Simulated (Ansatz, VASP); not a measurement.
# Two plane-wave programs on AlIn2As3

```xyz
12
Lattice="4.2515 0.0000 0.0000 -2.1258 3.6819 0.0000 0.0000 0.0000 21.0197" Properties=species:S:1:pos:R:3 pbc="T T T"
Al    0.0000    2.4546   14.0126
Al    2.1258    1.2273    3.5028
In    0.0000    2.4546    0.0832
In    0.0000    2.4546    6.9575
In    2.1258    1.2273   10.5931
In    2.1258    1.2273   17.4674
As    0.0000    2.4546    2.7661
As    0.0000    2.4546    9.6244
As    0.0000    2.4546   16.4989
As    2.1258    1.2273    5.9891
As    2.1258    1.2273   13.2760
As    2.1258    1.2273   20.1342
```

Alike in both runs: functional PBE; k mesh 6 × 6 × 1; occupations gaussian, width 0.1 eV; no spin polarisation.

Ansatz relaxed the structure, and its values are those at the end. VASP's run is a single point on that final structure, the one shown.

```csv
,VASP,Ansatz
version,VASP 6.6.1,Ansatz 0.2.0
potentials or method,"VASP PAW PBE potentials, release 64 (Al, In_d, As), cutoff 520 eV","scalar-relativistic, plane waves, PAW"
valence electrons in the cell,88,148
```

|  | VASP | Ansatz | Ansatz less VASP |
| --- | --- | --- | --- |
| gap on the k mesh at the Fermi level (eV) | none | none | - |
| pressure (GPa) | 0.1 | 0.1 | -0.07 |
| rms of the force components (eV/Å) | 0.004 | 0.004 | +0.0002 |

A gap of «none» marks a metal or a gap that the smearing closes. The functional is the same, so the differences come from potentials, cutoffs and numerics. VASP's potentials hold 88 valence electrons a cell and Ansatz's 148, so a difference there can come from the potentials and not from the codes.
